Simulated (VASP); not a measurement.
Write the native input for VASP 6.6.1 that does the following.

```
Task                   : single point
Functional             : r2SCAN
Potentials or basis    : VASP PAW PBE potentials, release 64 (Ti_sv)
Cutoff                 : 520 eV
k mesh                 : 12 × 12 × 16
Occupations            : gaussian, width 0.1 eV
Spin                   : no spin polarisation
Dipole correction      : no
Further INCAR settings : ALGO = Normal; EDIFF = 1e-06; NBANDS = 12
```

Crystal: Ti.

```
Ti
1.0
     2.84056    0.00000   -0.00040
     0.00000    2.84056   -0.00040
     1.41998    1.41998    2.12454
Ti
1
Direct
  0.00000 0.00000 0.00000
```

The input as run:

POSCAR

```
Ti
1.0
    2.8405558507     -0.0000000284     -0.0004019589
   -0.0000000284      2.8405558507     -0.0004019589
    1.4199789816      1.4199789816      2.1245350671
Ti
1
Direct
    0.0000000000      0.0000000000      0.0000000000
```

INCAR.step1

```
ALGO = Normal
EDIFF = 1E-4
ENCUT = 520
GGA = PE
ISMEAR = 0
LASPH = True
LCHARG = False
LREAL = False
LWAVE = True
NBANDS = 12
NELM = 80
PREC = Accurate
SIGMA = 0.1
```

INCAR.step2

```
ALGO = Normal
EDIFF = 1E-6
ENCUT = 520
ISIF = 2
ISMEAR = 0
ISTART = 1
LASPH = True
LCHARG = True
LELF = True
LMIXTAU = True
LREAL = False
LVHAR = True
LWAVE = False
METAGGA = R2SCAN
NBANDS = 12
NELM = 80
PREC = Accurate
SIGMA = 0.1
```

KPOINTS

```
k-points
0
Gamma
  12 12 16
```

Potentials or basis: VASP PAW PBE potentials, release 64 (Ti_sv).

The run is started by

```sh
$ cat potpaw_PBE.64/Ti_sv/POTCAR > POTCAR
$ cp INCAR.step1 INCAR
$ mpirun -np 1 vasp_std > vasp.out
$ cp INCAR.step2 INCAR
$ mpirun -np 1 vasp_std > vasp.out
```

Results of the run:

* Pressure: 1.7 GPa
* Band gap on the k mesh: zero (bands 6 and 7 overlap by 1.39 eV)

Caveat: the PAW data sets were made with another functional, which shifts forces and pressure a little.

Run time: 6 min on 1 thread of Intel Xeon 8259CL, on a shared host, peak memory 0.25 GiB.
